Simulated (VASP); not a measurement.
Crystal: TiC.

```
CELL_PARAMETERS angstrom
0.00000 2.15930 2.15930
2.15930 0.00000 2.15930
2.15930 2.15930 0.00000
ATOMIC_POSITIONS crystal
Ti 0.00000 0.00000 0.00000
C 0.50000 0.50000 0.50000
```

Base run:

* Program: VASP 6.6.1
* Functional: PBE
* Potentials or basis: VASP PAW PBE potentials, release 64 (Ti_sv, C)
* Cutoff: 600 eV
* k mesh: 7 × 7 × 7
* Occupations: methfessel-paxton, width 0.1 eV
* Spin: no spin polarisation

Its results: band gap on the k mesh zero (bands 8 and 9 overlap by 1.10 eV); pressure 2.7 GPa.

**Question.** The run is repeated on the same cell with these changes: k mesh from 7 × 7 × 7 to 3 × 3 × 3. What comes out?

**Answer.** Band gap on the k mesh zero (bands 8 and 9 overlap by 1.06 eV); pressure 3.5 GPa.

Caveats: some runs use coarse meshes.
